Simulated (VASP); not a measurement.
Here is a VASP 6.6.1 calculation.

POSCAR

```
NaI
1.0
    0.0000000000      3.5114535345      3.5114535345
    3.5114535345      0.0000000000      3.5114535345
    3.5114535345      3.5114535345      0.0000000000
Na I
1 1
Direct
    0.0000000000      0.0000000000      0.0000000000
    0.2500000000      0.2500000000      0.2500000000
```

INCAR.step1

```
SYSTEM = NaI
  PREC = Accurate
  ENCUT = 550
  ISMEAR = -1
  SIGMA = 0.03
  LREAL = .False.
  LASPH = .True.
  NELM = 120
  NBANDS = 14
  GGA = PE
  ALGO = Normal
  EDIFF = 1E-5
  LWAVE = .True.
  LCHARG = .False.
  GGA_COMPAT = .False.
```

File INCAR.step2:

```
SYSTEM = NaI
  PREC = Accurate
  ENCUT = 550
  EDIFF = 1E-6
  ISMEAR = -1
  SIGMA = 0.03
  LREAL = .False.
  LASPH = .True.
  NELM = 120
  ALGO = Normal
  ISIF = 2
  LWAVE = .False.
  LCHARG = .False.
  METAGGA = R2SCAN
  LMIXTAU = .True.
  LUSE_VDW = .True.
  IVDW_NL = 2
  BPARAM = 11.95
  CPARAM = 0.0093
  NBANDS = 14
  ISTART = 1
  GGA_COMPAT = .False.
```

File KPOINTS:

```
Automatic mesh
0
Gamma
  8 8 8
  0 0 0
```

Potentials or basis: VASP PAW PBE potentials, release 64 (Na_pv, I).

Run with:

```sh
$ cat potpaw_PBE.64/Na_pv/POTCAR potpaw_PBE.64/I/POTCAR > POTCAR
$ cp INCAR.step1 INCAR
$ mpirun -np 1 vasp_std > vasp.out
$ cp INCAR.step2 INCAR
$ mpirun -np 1 vasp_std > vasp.out
```

**Question.** Estimate the band gap on the k mesh.

**Answer.** 4.35 eV.

**Question.** Estimate the pressure.

**Answer.** 0.0 GPa.

Caveat: the structure was generated, so it needn't be the stable form of NaI; the PAW data sets were made with another functional, which shifts forces and pressure a little; spin-orbit coupling is left out, which moves the levels of the heavy elements. A k mesh can miss the band edges.
